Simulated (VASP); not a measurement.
# Si5Te (P4/mmm) in VASP: further runs

Si5Te is run at these levels: PBE; tasks: single point, relaxation of cell and atoms.

Program: VASP 6.6.1. These are calculated values, not measurements. Logs are shortened: lines on timing, memory, paths and dates and some standing lists are left out, and cuts for length are marked.

## Step 1: The cell of the first run

It takes space group P4/mmm (No. 123, tetragonal). The conventional cell has a = 3.295 Å, b = 3.295 Å, c = 10.001 Å, α = 90.00°, β = 90.00°, γ = 90.00°. Si (site symmetry 4mm) has 13 Si at 2.57 to 3.29 Å within 3.4 Å. Si (site symmetry 4mm) has 9 Si at 2.46 to 3.29 Å within 3.3 Å. Si (site symmetry 4/mmm) has 14 Si at 2.46 to 3.29 Å within 3.3 Å. Within 4.3 Å of Te (site symmetry 4/mmm) lie 4 Te at 3.29 Å and 10 Si at 3.44 to 3.62 Å.

The cell was built from a structure type or drawn by symmetry, and may not be a known phase.

## Step 2: Single point, PBE

INCAR reads:

```
PREC     = Accurate       # precision mode
ENCUT    = 520            # plane-wave cutoff, eV
EDIFF    = 1E-6           # SCF threshold, eV
ISMEAR   = 0              # smearing method
SIGMA    = 0.1            # smearing width, eV
LREAL    = F              # projectors in reciprocal space
LASPH    = T              # aspherical terms in the spheres
NELM     = 100            # most SCF steps
ALGO     = Normal         # electronic algorithm
ISIF     = 2              # what is computed and relaxed
LWAVE    = F              # write WAVECAR
LCHARG   = F              # write CHGCAR
GGA      = PE             # functional
NBANDS   = 22             # bands
```

KPOINTS reads:

```
Automatic mesh
0
Gamma
  12 12 4
```

POSCAR reads:

```
Si5Te
1.0
    3.2945309783      0.0000000000      0.0000000000
    0.0000000000      3.2945309783      0.0000000000
    0.0000000000      0.0000000000     10.0013939335
Si Te
5 1
Direct
    0.5000000000      0.5000000000      0.3621200532
    0.5000000000      0.5000000000      0.6378799468
    0.0000000000      0.0000000000      0.2536383342
    0.0000000000      0.0000000000      0.7463616658
    0.0000000000      0.0000000000      0.5000000000
    0.5000000000      0.5000000000      0.0000000000
```

Potentials or basis: VASP PAW PBE potentials, release 64 (Si, Te).

On the command line:

```
cat potpaw_PBE.64/Si/POTCAR potpaw_PBE.64/Te/POTCAR > POTCAR
mpirun -np 1 vasp_std > vasp.out
```

OUTCAR:

```text
PREC = Accurate
   ENCUT = 520
   EDIFF = 1E-6
   ISMEAR = 0
   LREAL = F
   LASPH = T
   NELM = 100
   ISIF = 2
   GGA = PE

 ion  position               nearest neighbor table
   1  0.500  0.500  0.362-   3 2.57   3 2.57   3 2.57   3 2.57   5 2.71   5 2.71   5 2.71   5 2.71
                             2 2.76
   2  0.500  0.500  0.638-   4 2.57   4 2.57   4 2.57   4 2.57   5 2.71   5 2.71   5 2.71   5 2.71
                             1 2.76
   3  0.000  0.000  0.254-   5 2.46   1 2.57   1 2.57   1 2.57   1 2.57
   4  0.000  0.000  0.746-   5 2.46   2 2.57   2 2.57   2 2.57   2 2.57
   5  0.000  0.000  0.500-   3 2.46   4 2.46   1 2.71   2 2.71   1 2.71   2 2.71   1 2.71   2 2.71
                             1 2.71   2 2.71
   6  0.500  0.500  0.000-

  LATTYP: Found a simple tetragonal cell.
 ALAT       =     3.2945309783
 C/A-ratio  =     3.0357565309

  Lattice vectors:

 A1 = (   3.2945309783,   0.0000000000,   0.0000000000)
 A2 = (   0.0000000000,   3.2945309783,   0.0000000000)
 A3 = (   0.0000000000,   0.0000000000,  10.0013939335)

Analysis of symmetry for initial positions (statically):
=====================================================================
 Subroutine PRICEL returns:
 Original cell was already a primitive cell.

 Routine SETGRP: Setting up the symmetry group for a
 simple tetragonal supercell.

 Subroutine GETGRP returns: Found 16 space group operations
 (whereof 16 operations were pure point group operations)
 out of a pool of 16 trial point group operations.

The static configuration has the point symmetry D_4h.

Analysis of symmetry for dynamics (positions and initial velocities):
=====================================================================
 Subroutine PRICEL returns:
 Original cell was already a primitive cell.

 Routine SETGRP: Setting up the symmetry group for a
 simple tetragonal supercell.

 Subroutine GETGRP returns: Found 16 space group operations
 (whereof 16 operations were pure point group operations)
 out of a pool of 16 trial point group operations.

The dynamic configuration has the point symmetry D_4h.

 Subroutine INISYM returns: Found 16 space group operations
 (whereof 16 operations are pure point group operations),
 and found     1 'primitive' translations

----------------------------------------------------------------------------------------

                                     Primitive cell

  volume of cell :     108.5545

  direct lattice vectors                    reciprocal lattice vectors
     3.294530978  0.000000000  0.000000000     0.303533343  0.000000000  0.000000000
     0.000000000  3.294530978  0.000000000     0.000000000  0.303533343  0.000000000
     0.000000000  0.000000000 10.001393933     0.000000000  0.000000000  0.099986063

  length of vectors
     3.294530978  3.294530978 10.001393933     0.303533343  0.303533343  0.099986063

  position of ions in fractional coordinates (direct lattice)
     0.500000000  0.500000000  0.362120053
     0.500000000  0.500000000  0.637879947
     0.000000000  0.000000000  0.253638334
     0.000000000  0.000000000  0.746361666
     0.000000000  0.000000000  0.500000000
     0.500000000  0.500000000  0.000000000

  ion indices of the primitive-cell ions
   primitive index   ion index
                 1           1
                 2           2
                 3           3
                 4           4
                 5           5
                 6           6

----------------------------------------------------------------------------------------

 KPOINTS: Automatic mesh

Automatic generation of k-mesh.
 Grid dimensions read from file:
 generate k-points for:   12   12    4

 Generating k-lattice:

  Cartesian coordinates                     Fractional coordinates (reciprocal lattice)
     0.025294445  0.000000000  0.000000000     0.083333333  0.000000000  0.000000000
     0.000000000  0.025294445  0.000000000     0.000000000  0.083333333  0.000000000
     0.000000000  0.000000000  0.024996516     0.000000000  0.000000000  0.250000000

  Length of vectors
     0.025294445  0.025294445  0.024996516

  Shift w.r.t. Gamma in fractional coordinates (k-lattice)
     0.000000000  0.000000000  0.000000000

 Subroutine IBZKPT returns following result:
 ===========================================

 Found     84 irreducible k-points:

 Following reciprocal coordinates:
            Coordinates               Weight
  0.000000  0.000000  0.000000      1.000000
  0.083333  0.000000  0.000000      4.000000
  0.166667  0.000000  0.000000      4.000000
  0.250000  0.000000  0.000000      4.000000
  0.333333  0.000000  0.000000      4.000000
  0.416667  0.000000  0.000000      4.000000
[... 16 lines left out ...]
  0.333333  0.333333  0.000000      4.000000
  0.416667  0.333333  0.000000      8.000000
 [... further k-points ...]
   k-points           NKPTS =     84   k-points in BZ     NKDIM =     84   number of bands    NBANDS=     22
   number of dos      NEDOS =    301   number of ions     NIONS =      6
   total plane-waves  NPLWV =  62720
   dimension x,y,z NGX =    28 NGY =   28 NGZ =   80
   dimension x,y,z NGXF=    56 NGYF=   56 NGZF=  160
   ions per type =               5   1
   NGX,Y,Z   is equivalent  to a cutoff of  14.13, 14.13, 13.30 a.u.
   NGXF,Y,Z  is equivalent  to a cutoff of  28.26, 28.26, 26.60 a.u.
 SYSTEM =  unknown system
   PREC   = accura    normal or accurate (medium, high low for compatibility)
   ISTART =      0    job   : 0-new  1-cont  2-samecut
   ICHARG =      2    charge: 1-file 2-atom 10-const
   ISPIN  =      1    spin polarized calculation?
   LNONCOLLINEAR =      F non collinear calculations
   LSORBIT =      F    spin-orbit coupling
   LASPH  =      T    aspherical Exc in radial PAW
   ENCUT  =  520.0 eV  38.22 Ry    6.18 a.u.   6.13  6.13 18.60*2*pi/ulx,y,z
   NELM   =    100;   NELMIN=  2; NELMDL= -5     # of ELM steps
   EDIFF  = 0.1E-05   stopping-criterion for ELM
   LREAL  =      F    real-space projection
   EDIFFG = 0.1E-04   stopping-criterion for IOM
   NSW    =      0    number of steps for IOM
   IBRION =     -1    ionic relax: 0-MD 1-quasi-New 2-CG
   NFREE  =      0    steps in history (QN), initial steepest desc. (CG)
   ISIF   =      2    stress and relaxation
   ISYM   =      2    0-nonsym 1-usesym 2-fastsym
   POTIM  = 0.5000    time-step for ionic-motion
   TEBEG  =    0.0;   TEEND  =   0.0 temperature during run
   PSTRESS=    0.0 pullay stress
   NELECT =      26.0000    total number of electrons
   NUPDOWN=      -1.0000    fix difference up-down
   EMIN   =  10.00;   EMAX   =-10.00  energy-range for DOS
   EFERMI =   0.00;   METHOD = LEGACY
   ISMEAR =     0;   SIGMA  =   0.10  broadening in eV -4-tet -1-fermi 0-gaus
   EFERMI_NEDOS =   21; number of points for ismear=-14 and -15
   IALGO  =     38    algorithm
   IMIX   =      4    mixing-type and parameters
     AMIX     =   0.40;   BMIX     =  1.00
     AMIX_MAG =   1.60;   BMIX_MAG =  1.00
  volume/ion in A,a.u.               =      18.09       122.09
  Fermi-wavevector in a.u.,A,eV,Ry     =   1.016678  1.921243 14.063443  1.033634
  Thomas-Fermi vector in A             =   2.150035
   LORBIT       =      0    0 simple, 1 ext, 2 COOP (PROOUT), +10 PAW based schemes
   GGA     = PE    functional components
   LHFCALC =     F    Hartree Fock is set to
   AEXX    =    0.0000 exact exchange contribution
   IVDW    =     0    specifies the selected vdW correction
   LEPSILON=     F    determine dielectric tensor
   LRPA    =     F    only Hartree local field effects (RPA)
 non-spin polarized calculation
 Gauss-broadening in eV      SIGMA  =   0.10
  energy-cutoff  :      520.00
  volume of cell :      108.55
 maximum number of plane-waves:      2952
 NGX is ok and might be reduce to    28
   NGX = 13   NGY = 13   NGZ = 37

 number of electron      26.0000001 magnetization

 Free energy of the ion-electron system (eV)
  ---------------------------------------------------
  ext. energy  EPLUGINS =         0.00000000
  ---------------------------------------------------
  free energy    TOTEN  =       -27.41964797 eV

  energy without entropy =      -27.41388780  energy(sigma->0) =      -27.41676788

 E-fermi :   8.4296     XC(G=0): -10.5124

 val. band max:        8.4184436308   @ k =   0.5000   0.5000   0.2500
 cond. band min:       8.4633971452   @ k =   0.1667   0.0833   0.0000
 fundamental gap:      0.0449535145
 Fermi energy:         8.4296365866

 k-point     1 :       0.0000    0.0000    0.0000
  band No.  band energies     occupation
      1      -5.6239      2.00000
      2      -4.1225      2.00000
      3      -3.7889      2.00000
      4       0.2457      2.00000
      5       2.2581      2.00000
      6       6.4112      2.00000
[... 14 lines left out ...]
     21      12.8466      0.00000
     22      14.1548      0.00000

 k-point     2 :       0.0833    0.0000    0.0000
  band No.  band energies     occupation
      1      -5.5322      2.00000
      2      -4.0438      2.00000
      3      -3.6976      2.00000
      4       0.3282      2.00000
      5       2.3484      2.00000
      6       5.0906      2.00000
[... 14 lines left out ...]
     21      13.3064      0.00000
     22      14.7431      0.00000

 k-point     3 :       0.1667    0.0000    0.0000
  band No.  band energies     occupation
      1      -5.2576      2.00000
      2      -3.8134      2.00000
      3      -3.4244      2.00000
      4       0.5698      2.00000
      5       2.6183      2.00000
      6       3.3866      2.00000
[... 14 lines left out ...]
     21      14.2119      0.00000
     22      14.7872      0.00000
[... 476 lines left out ...]
 k-point    23 :       0.3333    0.3333    0.0000
  band No.  band energies     occupation
      1      -2.7484      2.00000
      2      -1.9083      2.00000
      3      -0.9189      2.00000
      4       1.1360      2.00000
      5       2.3052      2.00000
      6       2.7240      2.00000
[... 14 lines left out ...]
     21      13.8487      0.00000
     22      13.8979      0.00000

 k-point    24 :       0.4167    0.3333    0.0000
  band No.  band energies     occupation
      1      -2.0028      2.00000
      2      -1.4879      2.00000
      3      -0.1520      2.00000
      4       0.2824      2.00000
      5       2.0839      2.00000
      6       2.6640      2.00000
[... 14 lines left out ...]
     21      13.1030      0.00000
     22      13.7168      0.00000

 [... further k-points ...]

------------------------ aborting loop because EDIFF is reached ----------------------------------------

  FORCE on cell =-STRESS in cart. coord.  units (eV):
  Direction    XX          YY          ZZ          XY          YZ          ZX
  --------------------------------------------------------------------------------------
  -------------------------------------------------------------------------------------
  Total        0.0112228      0.0112228     -0.0995949      0.0000000      0.0000000      0.0000000
  in kB        0.1656395      0.1656395     -1.4699407      0.0000000      0.0000000      0.0000000
  external PRESSURE =      -0.3795539 kB  Pullay stress =       0.0000000 kB

 VOLUME and BASIS-vectors are now :
 -----------------------------------------------------------------------------
  energy-cutoff  :      520.00
  volume of cell :      108.55
      direct lattice vectors                 reciprocal lattice vectors
     3.294530978  0.000000000  0.000000000     0.303533343  0.000000000  0.000000000
     0.000000000  3.294530978  0.000000000     0.000000000  0.303533343  0.000000000
     0.000000000  0.000000000 10.001393933     0.000000000  0.000000000  0.099986063

 POSITION                                       TOTAL-FORCE (eV/Angst)
 -----------------------------------------------------------------------------------
      1.64727      1.64727      3.62171        -0.000000      0.000000     -0.000259
      1.64727      1.64727      6.37969         0.000000      0.000000      0.000259
      0.00000      0.00000      2.53674         0.000000     -0.000000      0.004456
      0.00000      0.00000      7.46466         0.000000     -0.000000     -0.004456
      0.00000      0.00000      5.00070         0.000000     -0.000000      0.000000
      1.64727      1.64727      0.00000         0.000000     -0.000000      0.000000
 -----------------------------------------------------------------------------------
    total drift:                               -0.000000      0.000000      0.000000

  FREE ENERGIE OF THE ION-ELECTRON SYSTEM (eV)
  ---------------------------------------------------
  free  energy   TOTEN  =       -27.4196479652 eV

  energy  without entropy=      -27.4138877969  energy(sigma->0) =      -27.41676788
```

Wall time 6 min (1 thread of Intel Xeon 8259CL, shared host); peak memory 0.34 GiB.

Results:

- Free energy: -27.4196 eV
- Pressure: 0.0 GPa
- Largest force: 0.004 eV/Å
- Band gap on the k mesh: zero (bands 13 and 14 overlap by 3.66 eV)

Forces in eV/Å, atoms in the order of the input:
```
Si   0.000  0.000  0.000
Si   0.000  0.000  0.000
Si   0.000  0.000  0.004
Si   0.000  0.000 -0.004
Si   0.000  0.000  0.000
Te   0.000  0.000  0.000
```

Stress tensor (GPa, compression positive):
```
 0.02  0.00  0.00
 0.00  0.02  0.00
 0.00  0.00 -0.15
```

Levels at points of the mesh, in eV from the Fermi level:
```csv
k point,band 8,band 9,band 10,band 11,band 12,band 13,band 14,band 15,band 16,band 17
"(0.00, 0.00, 0.00)",-1.17,-0.78,-0.56,-0.45,-0.45,0.75,1.10,1.10,1.72,3.37
"(0.50, 0.00, 0.00)",-4.06,-3.16,-2.88,0.84,1.23,1.68,2.06,2.34,2.64,2.76
"(0.50, 0.50, 0.00)",-5.17,-5.17,-3.92,-3.92,-3.65,-1.72,-1.22,-1.15,-1.15,-0.71
"(0.00, 0.00, 0.50)",-2.00,-1.16,-0.56,-0.56,0.65,1.46,1.46,1.73,2.06,2.87
"(0.50, 0.00, 0.50)",-5.39,-1.45,-1.23,-0.31,0.32,0.84,1.26,2.32,2.32,3.08
"(0.50, 0.50, 0.50)",-5.34,-5.29,-3.48,-3.48,-3.48,-2.55,-1.81,-1.81,-1.67,0.61
```

Caveat: spin-orbit coupling is left out, which moves the levels of the heavy elements.

## Step 3: Relaxation of cell and atoms, PBE

This run uses another cell than the first one, of 17.98 Å³/atom.

INCAR reads:

```
SYSTEM = Si5Te
  PREC = Accurate
  ENCUT = 600
  EDIFF = 1E-6
  ISMEAR = 0
  SIGMA = 0.1
  LREAL = .False.
  LASPH = .True.
  NELM = 80
  ALGO = Normal
  ISIF = 3
  LWAVE = .False.
  LCHARG = .False.
  GGA = PE
  IBRION = 2
  NSW = 100
  EDIFFG = -0.01
```

KPOINTS reads:

```
regular mesh
0
Gamma
  12 12 4
  0 0 0
```

POSCAR reads:

```
Si5Te
1.0
    3.0391165447      0.0000000000      0.0000000000
    0.0000000000      3.0391165447      0.0000000000
    0.0000000000      0.0000000000     11.6809215431
Si Te
5 1
Direct
    0.5000000000      0.5000000000      0.3580936553
    0.5000000000      0.5000000000      0.6419063447
    0.0000000000      0.0000000000      0.2317291753
    0.0000000000      0.0000000000      0.7682708247
    0.0000000000      0.0000000000      0.5000000000
    0.5000000000      0.5000000000      0.0000000000
```

Potentials or basis: VASP PAW PBE potentials, release 64 (Si, Te).

On the command line:

```
cat potpaw_PBE.64/Si/POTCAR potpaw_PBE.64/Te/POTCAR > POTCAR
mpirun -np 1 vasp_std > vasp.out
```

Run time: 66 min. Hardware: 1 thread of Intel Xeon 8259CL, shared host; peak memory 0.38 GiB.

It converged, with:

```yaml
Free_energy: -27.4194 eV
Relaxed_volume: 18.07 Å³/atom
Relaxed_cell: a = 3.294 Å, b = 3.294 Å, c = 9.990 Å, α = 90.00°, β = 90.00°, γ = 90.00°
Space_group_after_relaxing_to_0.1_Å: P4/mmm (No. 123)
Energy_gained_by_relaxing: 93.4 meV/atom
Ionic_steps: 36
Pressure_after_relaxing: 0.0 GPa
Largest_force_after_relaxing: 0.009 eV/Å
```

Forces in eV/Å, atoms in the order of the input:
```
Si   0.000  0.000  0.007
Si   0.000  0.000 -0.007
Si   0.000  0.000 -0.009
Si   0.000  0.000  0.009
Si   0.000  0.000  0.000
Te   0.000  0.000  0.000
```

Step by step:
```tsv
step	energy change (eV)	largest force (eV/Å)	pressure (GPa)	volume (Å³)
1	0.0000	0.1814	-0.06	107.89
2	-0.0122	0.1318	-0.12	107.78
3	-0.0346	0.1039	-0.33	107.43
4	-0.1588	0.3498	-0.53	106.52
5	-0.3155	0.8997	1.60	103.84
6	-0.3136	0.5690	0.36	104.85
7	-0.3297	0.7996	1.00	104.18
8	-0.3325	0.6046	0.62	104.52
9	-0.3339	0.6979	0.75	104.39
10	-0.3383	0.7531	0.76	104.43
11	-0.3404	0.7724	0.83	104.46
12	-0.3458	0.7980	1.03	104.51
13	-0.3339	1.0505	1.24	104.58
14	-0.3480	0.8486	1.09	104.53
15	-0.3616	0.8096	0.88	104.78
16	-0.3959	0.7030	0.31	105.52
17	-0.4396	0.5219	-0.80	106.99
18	-0.4469	0.1987	-2.51	109.94
19	-0.4561	0.3369	-1.88	108.61
20	-0.4878	0.2587	-0.94	107.33
21	-0.5075	0.1224	0.76	105.37
22	-0.5300	0.0727	0.72	105.63
23	-0.5226	0.1774	0.47	106.35
24	-0.5438	0.1369	0.63	105.97
25	-0.5438	0.1338	0.64	105.96
26	-0.5479	0.1641	0.01	106.97
27	-0.5486	0.1823	-0.40	107.64
28	-0.5520	0.1347	-0.36	107.82
29	-0.5552	0.0552	-0.26	108.15
30	-0.5584	0.0632	0.12	107.89
31	-0.5586	0.0660	0.25	107.80
32	-0.5594	0.0539	0.08	108.13
33	-0.5597	0.0408	-0.11	108.49
34	-0.5602	0.0122	-0.09	108.59
35	-0.5602	0.0119	-0.09	108.59
36	-0.5603	0.0092	0.03	108.42
```

Final structure:
```cif
data_structure
_symmetry_space_group_name_H-M 'P 1'
_symmetry_Int_Tables_number 1
_cell_length_a 3.2945
_cell_length_b 3.2945
_cell_length_c 9.9898
_cell_angle_alpha 90.000
_cell_angle_beta 90.000
_cell_angle_gamma 90.000
_cell_volume 108.42
loop_
_atom_site_label
_atom_site_type_symbol
_atom_site_fract_x
_atom_site_fract_y
_atom_site_fract_z
_atom_site_occupancy
Si1 Si 0.50000 0.50000 0.36185 1
Si2 Si 0.50000 0.50000 0.63815 1
Si3 Si 0.00000 0.00000 0.25354 1
Si4 Si 0.00000 0.00000 0.74646 1
Si5 Si 0.00000 0.00000 0.50000 1
Te1 Te 0.50000 0.50000 0.00000 1
```

Levels at points of the mesh, in eV from the Fermi level:
```csv
k point,band 9,band 10,band 11,band 12,band 13,band 14,band 15,band 16
"(0.00, 0.00, 0.00)",-0.76,-0.54,-0.46,-0.46,0.75,1.10,1.10,1.72
"(0.50, 0.00, 0.00)",-3.16,-2.88,0.84,1.23,1.69,2.08,2.33,2.64
"(0.50, 0.50, 0.00)",-5.17,-3.93,-3.93,-3.65,-1.71,-1.22,-1.15,-1.15
"(0.00, 0.00, 0.50)",-1.16,-0.57,-0.57,0.65,1.46,1.46,1.73,2.08
"(0.50, 0.00, 0.50)",-1.43,-1.23,-0.31,0.33,0.84,1.26,2.31,2.31
"(0.50, 0.50, 0.50)",-5.29,-3.48,-3.48,-3.48,-2.55,-1.81,-1.81,-1.68
```

Caveat: the highest band is partly filled, so the run has too few bands; spin-orbit coupling is left out, which moves the levels of the heavy elements.
